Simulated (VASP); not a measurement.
# CdF2 (I4/mmm) in VASP: further runs, part 2 of 2

VASP 6.6.1. Earlier steps stand in the parts before.

## Step 3: Single point, PBE (strain -0.030 along x and y, +0.015 along z)

Contents of INCAR:

```
ALGO = Normal
EDIFF = 1E-6
ENCUT = 520
GGA = PE
ISIF = 2
ISMEAR = 0
LASPH = True
LCHARG = False
LREAL = False
LWAVE = False
NBANDS = 20
NELM = 100
PREC = Accurate
SIGMA = 0.05
```

Contents of KPOINTS:

```
k-points
0
Gamma
  8 8 8
```

Contents of POSCAR:

```
CdF2
1.0
    0.0000000000      2.6131800000      2.7344100000
    2.6131800000      0.0000000000      2.7344100000
    2.6131800000      2.6131800000      0.0000000000
Cd F
1 2
Direct
    0.0000000000      0.0000000000      0.0000000000
    0.2500000000      0.2500000000      0.2500000000
    0.7500000000      0.7500000000      0.7500000000
```

Potentials or basis: VASP PAW PBE potentials, release 64 (Cd, F).

On the command line:

```bash
> cat potpaw_PBE.64/Cd/POTCAR potpaw_PBE.64/F/POTCAR > POTCAR
> mpirun -np 1 vasp_std > vasp.out
```

OUTCAR:

```text
EDIFF = 1E-6
   ENCUT = 520
   GGA = PE
   ISIF = 2
   ISMEAR = 0
   LASPH = True
   LREAL = False
   NELM = 100
   PREC = Accurate

 ion  position               nearest neighbor table
   1  0.000  0.000  0.000-   3 2.30   3 2.30   3 2.30   2 2.30   3 2.30   2 2.30   2 2.30   2 2.30

   2  0.250  0.250  0.250-   1 2.30   1 2.30   1 2.30   1 2.30
   3  0.750  0.750  0.750-   1 2.30   1 2.30   1 2.30   1 2.30

  LATTYP: Found a body centered tetragonal cell.
 ALAT       =     3.6955945969
 C/A-ratio  =     1.4798214081

  Lattice vectors:

 A1 = (  -2.6131800000,   0.0000000000,   2.7344100000)
 A2 = (   2.6131800000,   0.0000000000,   2.7344100000)
 A3 = (   0.0000000000,   2.6131800000,  -2.7344100000)

Analysis of symmetry for initial positions (statically):
=====================================================================
 Subroutine PRICEL returns:
 Original cell was already a primitive cell.

 Routine SETGRP: Setting up the symmetry group for a
 body centered tetragonal supercell.

 Subroutine GETGRP returns: Found 16 space group operations
 (whereof 16 operations were pure point group operations)
 out of a pool of 16 trial point group operations.

The static configuration has the point symmetry D_4h.

Analysis of symmetry for dynamics (positions and initial velocities):
=====================================================================
 Subroutine PRICEL returns:
 Original cell was already a primitive cell.

 Routine SETGRP: Setting up the symmetry group for a
 body centered tetragonal supercell.

 Subroutine GETGRP returns: Found 16 space group operations
 (whereof 16 operations were pure point group operations)
 out of a pool of 16 trial point group operations.

The dynamic configuration has the point symmetry D_4h.

 Subroutine INISYM returns: Found 16 space group operations
 (whereof 16 operations are pure point group operations),
 and found     1 'primitive' translations

----------------------------------------------------------------------------------------

                                     Primitive cell

  volume of cell :      37.3450

  direct lattice vectors                    reciprocal lattice vectors
     0.000000000  2.613180000  2.734410000    -0.191337757  0.191337757  0.182854802
     2.613180000  0.000000000  2.734410000     0.191337757 -0.191337757  0.182854802
     2.613180000  2.613180000  0.000000000     0.191337757  0.191337757 -0.182854802

  length of vectors
     3.782288693  3.782288693  3.695594597     0.326582537  0.326582537  0.326582537

  position of ions in fractional coordinates (direct lattice)
     0.000000000  0.000000000  0.000000000
     0.250000000  0.250000000  0.250000000
     0.750000000  0.750000000  0.750000000

  ion indices of the primitive-cell ions
   primitive index   ion index
                 1           1
                 2           2
                 3           3

----------------------------------------------------------------------------------------

 KPOINTS: k-points

Automatic generation of k-mesh.
 Grid dimensions read from file:
 generate k-points for:    8    8    8

 Generating k-lattice:

  Cartesian coordinates                     Fractional coordinates (reciprocal lattice)
    -0.023917220  0.023917220  0.022856850     0.125000000  0.000000000  0.000000000
     0.023917220 -0.023917220  0.022856850     0.000000000  0.125000000  0.000000000
     0.023917220  0.023917220 -0.022856850     0.000000000  0.000000000  0.125000000

  Length of vectors
     0.040822817  0.040822817  0.040822817

  Shift w.r.t. Gamma in fractional coordinates (k-lattice)
     0.000000000  0.000000000  0.000000000

 Subroutine IBZKPT returns following result:
 ===========================================

 Found     59 irreducible k-points:

 Following reciprocal coordinates:
            Coordinates               Weight
  0.000000  0.000000  0.000000      1.000000
  0.125000 -0.000000  0.000000      8.000000
  0.250000 -0.000000  0.000000      8.000000
  0.375000 -0.000000  0.000000      8.000000
  0.500000 -0.000000  0.000000      4.000000
  0.125000  0.125000  0.000000      2.000000
[... 16 lines left out ...]
  0.250000 -0.000000  0.125000     16.000000
  0.375000  0.000000  0.125000     16.000000
 [... further k-points ...]
   k-points           NKPTS =     59   k-points in BZ     NKDIM =     59   number of bands    NBANDS=     20
   number of dos      NEDOS =    301   number of ions     NIONS =      3
   total plane-waves  NPLWV =  21952
   dimension x,y,z NGX =    28 NGY =   28 NGZ =   28
   dimension x,y,z NGXF=    56 NGYF=   56 NGZF=   56
   ions per type =               1   2
   NGX,Y,Z   is equivalent  to a cutoff of  12.31, 12.31, 12.60 a.u.
   NGXF,Y,Z  is equivalent  to a cutoff of  24.61, 24.61, 25.19 a.u.
 SYSTEM =  unknown system
   PREC   = accura    normal or accurate (medium, high low for compatibility)
   ISTART =      0    job   : 0-new  1-cont  2-samecut
   ICHARG =      2    charge: 1-file 2-atom 10-const
   ISPIN  =      1    spin polarized calculation?
   LNONCOLLINEAR =      F non collinear calculations
   LSORBIT =      F    spin-orbit coupling
   LASPH  =      T    aspherical Exc in radial PAW
   ENCUT  =  520.0 eV  38.22 Ry    6.18 a.u.   7.03  7.03  6.87*2*pi/ulx,y,z
   NELM   =    100;   NELMIN=  2; NELMDL= -5     # of ELM steps
   EDIFF  = 0.1E-05   stopping-criterion for ELM
   LREAL  =      F    real-space projection
   EDIFFG = 0.1E-04   stopping-criterion for IOM
   NSW    =      0    number of steps for IOM
   IBRION =     -1    ionic relax: 0-MD 1-quasi-New 2-CG
   NFREE  =      0    steps in history (QN), initial steepest desc. (CG)
   ISIF   =      2    stress and relaxation
   ISYM   =      2    0-nonsym 1-usesym 2-fastsym
   POTIM  = 0.5000    time-step for ionic-motion
   TEBEG  =    0.0;   TEEND  =   0.0 temperature during run
   PSTRESS=    0.0 pullay stress
   NELECT =      26.0000    total number of electrons
   NUPDOWN=      -1.0000    fix difference up-down
   EMIN   =  10.00;   EMAX   =-10.00  energy-range for DOS
   EFERMI =   0.00;   METHOD = LEGACY
   ISMEAR =     0;   SIGMA  =   0.05  broadening in eV -4-tet -1-fermi 0-gaus
   EFERMI_NEDOS =   21; number of points for ismear=-14 and -15
   IALGO  =     38    algorithm
   IMIX   =      4    mixing-type and parameters
     AMIX     =   0.40;   BMIX     =  1.00
     AMIX_MAG =   1.60;   BMIX_MAG =  1.00
  volume/ion in A,a.u.               =      12.45        84.01
  Fermi-wavevector in a.u.,A,eV,Ry     =   1.450959  2.741915 28.644107  2.105282
  Thomas-Fermi vector in A             =   2.568511
   LORBIT       =      0    0 simple, 1 ext, 2 COOP (PROOUT), +10 PAW based schemes
   GGA     = PE    functional components
   LHFCALC =     F    Hartree Fock is set to
   AEXX    =    0.0000 exact exchange contribution
   IVDW    =     0    specifies the selected vdW correction
   LEPSILON=     F    determine dielectric tensor
   LRPA    =     F    only Hartree local field effects (RPA)
 non-spin polarized calculation
 Gauss-broadening in eV      SIGMA  =   0.05
  energy-cutoff  :      520.00
  volume of cell :       37.34
 maximum number of plane-waves:      1030
   NGX = 13   NGY = 13   NGZ = 13

 number of electron      26.0000012 magnetization

 Free energy of the ion-electron system (eV)
  ---------------------------------------------------
  ext. energy  EPLUGINS =         0.00000000
  ---------------------------------------------------
  free energy    TOTEN  =       -10.73667287 eV

  energy without entropy =      -10.73667287  energy(sigma->0) =      -10.73667287

 E-fermi :  -0.7076     XC(G=0): -10.6668

 val. band max:       -0.9066520277   @ k =  -0.2500   0.2500   0.5000
 cond. band min:       2.2637301949   @ k =   0.0000   0.0000   0.0000
 fundamental gap:      3.1703822227
 Fermi energy:        -0.7075868802

 k-point     1 :       0.0000    0.0000    0.0000
  band No.  band energies     occupation
      1     -22.0187      2.00000
      2     -20.7672      2.00000
      3      -6.7385      2.00000
      4      -6.7147      2.00000
      5      -6.7147      2.00000
      6      -5.3275      2.00000
[... 12 lines left out ...]
     19      18.7898      0.00000
[... 513 lines left out ...]
      4      -6.3225      2.00000
      5      -5.5497      2.00000
      6      -5.5156      2.00000
[... 12 lines left out ...]
     19      18.4554      0.00000
     20      20.5148      0.00000

 [... further k-points ...]

------------------------ aborting loop because EDIFF is reached ----------------------------------------

  FORCE on cell =-STRESS in cart. coord.  units (eV):
  Direction    XX          YY          ZZ          XY          YZ          ZX
  --------------------------------------------------------------------------------------
  -------------------------------------------------------------------------------------
  Total        3.2955954      3.2955954      2.1397016      0.0000000     -0.0000000      0.0000000
  in kB      141.3878823    141.3878823     91.7976415      0.0000000     -0.0000000      0.0000000
  external PRESSURE =     124.8578020 kB  Pullay stress =       0.0000000 kB

 VOLUME and BASIS-vectors are now :
 -----------------------------------------------------------------------------
  energy-cutoff  :      520.00
  volume of cell :       37.34
      direct lattice vectors                 reciprocal lattice vectors
     0.000000000  2.613180000  2.734410000    -0.191337757  0.191337757  0.182854802
     2.613180000  0.000000000  2.734410000     0.191337757 -0.191337757  0.182854802
     2.613180000  2.613180000  0.000000000     0.191337757  0.191337757 -0.182854802

 POSITION                                       TOTAL-FORCE (eV/Angst)
 -----------------------------------------------------------------------------------
      0.00000      0.00000      0.00000        -0.000000      0.000000      0.000000
      1.30659      1.30659      1.36721        -0.000000     -0.000000     -0.000000
      3.91977      3.91977      4.10161         0.000000      0.000000      0.000000
 -----------------------------------------------------------------------------------
    total drift:                                0.000000      0.000000      0.000000

  FREE ENERGIE OF THE ION-ELECTRON SYSTEM (eV)
  ---------------------------------------------------
  free  energy   TOTEN  =       -10.7366728735 eV

  energy  without entropy=      -10.7366728734  energy(sigma->0) =      -10.73667287
```

OSZICAR:

```text
N       E                     dE             d eps       ncg     rms          rms(c)
DAV:   1     0.198067388593E+03    0.19807E+03   -0.15659E+04  2440   0.133E+03
DAV:   2    -0.412828450290E+01   -0.20220E+03   -0.19428E+03  2580   0.348E+02
DAV:   3    -0.123630698707E+02   -0.82348E+01   -0.82145E+01  2688   0.765E+01
DAV:   4    -0.123978437745E+02   -0.34774E-01   -0.34773E-01  2556   0.509E+00
DAV:   5    -0.123979687478E+02   -0.12497E-03   -0.12497E-03  2684   0.274E-01    0.110E+01
DAV:   6    -0.107041115081E+02    0.16939E+01   -0.38220E+00  2976   0.361E+01    0.805E+00
DAV:   7    -0.107489089301E+02   -0.44797E-01   -0.86000E-01  2416   0.844E+00    0.461E+00
DAV:   8    -0.107437899242E+02    0.51190E-02   -0.12005E-01  2496   0.343E+00    0.670E-01
DAV:   9    -0.107359738228E+02    0.78161E-02   -0.30170E-02  2796   0.234E+00    0.835E-02
DAV:  10    -0.107365597774E+02   -0.58595E-03   -0.27862E-03  2440   0.555E-01    0.116E-01
DAV:  11    -0.107366550074E+02   -0.95230E-04   -0.93059E-05  2572   0.885E-02    0.319E-02
DAV:  12    -0.107366713463E+02   -0.16339E-04   -0.19687E-05  2460   0.459E-02    0.183E-02
DAV:  13    -0.107366730947E+02   -0.17484E-05   -0.69620E-06  2520   0.215E-02    0.295E-03
DAV:  14    -0.107366728735E+02    0.22123E-06   -0.59899E-07  2140   0.895E-03
   1 F= -.10736673E+02 E0= -.10736673E+02  d E =-.145676E-10
```

stdout:

```text
POSCAR found type information on POSCAR CdF
 POSCAR found :  2 types and       3 ions
 scaLAPACK will be used
 LDA part: xc-table for (Slater+PW92), standard interpolation
 POSCAR, INCAR and KPOINTS ok, starting setup
 FFT: planning ... GRIDC
 FFT: planning ... GRID_SOFT
 FFT: planning ... GRID
 WAVECAR not read
 entering main loop
```

Run time: 52 s. Hardware: 1 thread of Intel Xeon 8259CL, shared host; peak memory 0.18 GiB.

Results:

| Quantity | Value |
| --- | --- |
| Free energy | -10.7367 eV |
| Pressure | 12.5 GPa |
| Band gap on the k mesh | 3.17 eV (least direct gap 3.56 eV) |

Stress tensor (GPa, compression positive):
```
14.14  0.00  0.00
 0.00 14.14  0.00
 0.00  0.00  9.18
```

Levels at points of the mesh, in eV from the valence-band top:
```csv
k point,band 11,band 12,band 13,band 14,band 15,band 16
"(0.00, 0.00, 0.00)",-0.53,-0.53,-0.39,3.17,12.85,12.85
"(0.50, 0.00, 0.00)",-1.99,-0.41,-0.40,7.47,9.23,14.71
"(0.50, 0.50, 0.00)",-0.79,-0.09,-0.09,8.35,9.96,12.00
"(0.50, 0.00, 0.50)",-0.52,-0.21,-0.08,8.30,9.80,11.99
```

Caveat: the cell differs from its parent crystal (strain -0.030 along x and y, +0.015 along z); the cell stands under pressure. A k mesh can miss the band edges.
